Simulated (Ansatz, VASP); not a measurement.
# Two plane-wave programs on Cu5Sn

```
Cu Sn
1.0
     2.86014    0.00000    0.00000
    -1.43007    2.47696    0.00000
     0.00000    0.00000   12.43682
Cu Sn
5 1
Direct
  0.33333 0.66667 0.80939
  0.33333 0.66667 0.19061
  0.33333 0.66667 0.50000
  0.66667 0.33333 0.34494
  0.66667 0.33333 0.65506
  0.66667 0.33333 0.00000
```

Alike in both runs: functional PBE; k mesh 18 × 18 × 4; occupations gaussian, width 0.1 eV; no spin polarisation.

Ansatz relaxed the structure, and its values are those at the end. VASP's run is a single point on that final structure, the one shown.

```csv
,VASP,Ansatz
version,VASP 6.6.1,Ansatz 0.2.0
potentials or method,"VASP PAW PBE potentials, release 64 (Cu, Sn_d), cutoff 520 eV","scalar-relativistic, plane waves, PAW"
valence electrons in the cell,69,109
```

|  | VASP | Ansatz | Ansatz less VASP |
| --- | --- | --- | --- |
| gap on the k mesh at the Fermi level (eV) | none | none | - |
| pressure (GPa) | 0.2 | 0.0 | -0.20 |

A gap of «none» marks a metal or a gap that the smearing closes. VASP's potentials hold 69 valence electrons a cell and Ansatz's 109, so a difference there can come from the potentials and not from the codes.
